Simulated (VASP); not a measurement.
# BeTe: single point with LDA

Crystal: BeTe.

```
Be Te
1.0
     3.99649    0.00000    0.00000
    -1.99824    3.46106    0.00000
     0.00000    0.00000    6.99085
Be Te
2 2
Direct
  0.33333 0.66667 0.25000
  0.66667 0.33333 0.75000
  0.66667 0.33333 0.25000
  0.33333 0.66667 0.75000
```

- Program: VASP 6.6.1
- Task: single point
- Functional: LDA
- Potentials or basis: VASP PAW LDA potentials, release 64 (Be, Te)
- Cutoff: 520 eV
- k mesh: 6 × 6 × 4
- Occupations: fermi-dirac, width 0.02 eV
- Spin: no spin polarisation

The pressure is 0.2 GPa and the band gap on the k mesh is 1.93 eV, indirect (least direct gap 2.42 eV).

Stress tensor (GPa, compression positive):
```
0.31 0.00 0.00
0.00 0.31 0.00
0.00 0.00 0.02
```

Levels at points of the mesh, in eV from the valence-band top:
```csv
k point,band 6,band 7,band 8,band 9,band 10,band 11
"(0.00, 0.00, 0.00)",-0.98,-0.98,-0.12,2.64,3.41,3.65
"(0.50, 0.00, 0.00)",-2.54,-2.34,-0.97,2.01,2.83,3.25
"(0.00, 0.00, 0.50)",-1.27,-1.27,-1.27,3.12,3.12,4.02
"(0.50, 0.00, 0.50)",-2.69,-1.09,-1.09,2.06,2.06,2.65
```

Wall time 27 s on 1 thread of Intel(R) Xeon(R) Platinum 8259CL CPU @ 2.50GHz (Skylake/Cascade Lake) (shared host), peak memory 0.19 GiB.

Caveat: spin-orbit coupling is left out, which moves the levels of the heavy elements. A k mesh can miss the band edges.
